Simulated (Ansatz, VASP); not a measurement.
# Two plane-wave programs on Re

Contents of INCAR:

```
ALGO = Fast
EDIFF = 1E-6
EDIFFG = -0.01
ENCUT = 600
GGA = PS
IBRION = 2
ISIF = 3
ISMEAR = 0
LASPH = T
LCHARG = F
LREAL = F
LWAVE = F
NELM = 100
NSW = 100
PREC = Accurate
SIGMA = 0.1
```

Contents of KPOINTS:

```
k-points
0
Gamma
  12 12 16
```

File POSCAR:

```
Re
1.0
    4.3440596796      0.0000000000      0.0000000000
   -2.1720298398      3.7620660381      0.0000000000
    0.0000000000      0.0000000000      2.7109225179
Re
3
Direct
    0.0000000000      0.0000000000      0.0000000000
    0.3333333333      0.6666666667      0.5000000000
    0.6666666667      0.3333333333      0.5000000000
```

Input for Ansatz:

```yaml
crystal:
  lattice:
    - [4.3440596796, 0.0, 0.0]
    - [-2.1720298398, 3.7620660381, 0.0]
    - [0.0, 0.0, 2.7109225179]
  atoms:
    - { symbol: Re, position: [0.0, 0.0, 0.0] }
    - { symbol: Re, position: [0.3333333333, 0.6666666667, 0.5] }
    - { symbol: Re, position: [0.6666666667, 0.3333333333, 0.5] }
basis:
  ecutwfc: 420
kpoints:
  mp_grid: { grid: [12, 12, 16] }
hamiltonian:
  xc: pbesol
scf:
  occupations: { method: gaussian, width: 0.1 }
output:
  forces: true
  stress: true
  eigenvalues: true
relax:
  adjacent_minimum: "off"
  f_tol: 0.01
  max_steps: 80
  cell: { stress_tol: 0.05 }
```

Alike in both runs: task relaxation of cell and atoms; functional PBEsol; k mesh 12 × 12 × 16; occupations gaussian, width 0.1 eV; no spin polarisation.

|  | VASP | Ansatz |
| --- | --- | --- |
| version | VASP 6.6.1 | Ansatz 0.2.0 |
| potentials or method | VASP PAW PBE potentials, release 64 (Re), cutoff 600 eV | scalar-relativistic, plane waves, PAW |
| valence electrons in the cell | 21 | 45 |

|  | VASP | Ansatz | Ansatz less VASP |
| --- | --- | --- | --- |
| gap on the k mesh at the Fermi level, each at its own relaxed structure (eV) | none | none | - |
| relaxed volume (Å³/atom) | 14.78 | 14.78 | +0.005 |
| relaxed cell length with the largest relative difference (Å) | 2.720 | 2.718 | -0.0025 |

VASP's potentials were made for PBE, not for PBEsol. A gap of «none» marks a metal or a gap that the smearing closes. VASP's potentials hold 21 valence electrons a cell and Ansatz's 45, so a difference there can come from the potentials and not from the codes.

Neither program's run includes spin-orbit coupling.
